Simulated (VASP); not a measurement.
Crystal: Rh.

```
Rh
1.0
     2.69407    0.00000    0.00000
    -1.34703    2.33313    0.00000
     0.00000    0.00000    4.36864
Rh
2
Direct
  0.33333 0.66667 0.25000
  0.66667 0.33333 0.75000
```

This cell differs from its parent crystal: volume scaled by 0.96.

Base run:

* Program: VASP 6.6.1
* Functional: LDA
* Potentials or basis: VASP PAW LDA potentials, release 64 (Rh_pv)
* Cutoff: 520 eV
* k mesh: 11 × 11 × 6
* Occupations: fermi-dirac, width 0.05 eV
* Spin: no spin polarisation

Its results: band gap on the k mesh zero (band 15 reaches 12.46 eV, above the bottom of band 16 at 10.07 eV); pressure -8.9 GPa.

Question: After a change of settings the same cell gave: band gap on the k mesh zero (band 15 reaches 12.64 eV, above the bottom of band 16 at 10.28 eV); pressure 7.3 GPa. Which change was it?
A. functional from LDA to PBE; potentials or basis from VASP PAW LDA potentials, release 64 (Rh_pv) to VASP PAW PBE potentials, release 64 (Rh_pv)
B. further incar settings from ALGO = Normal; EDIFF = 1e-07; NBANDS = 22 to ALGO = Fast; EDIFF = 1e-06; NBANDS = 22
C. further incar settings from ALGO = Normal; EDIFF = 1e-07; NBANDS = 22 to ALGO = Normal; EDIFF = 1e-06; NBANDS = 22

Answer: A.
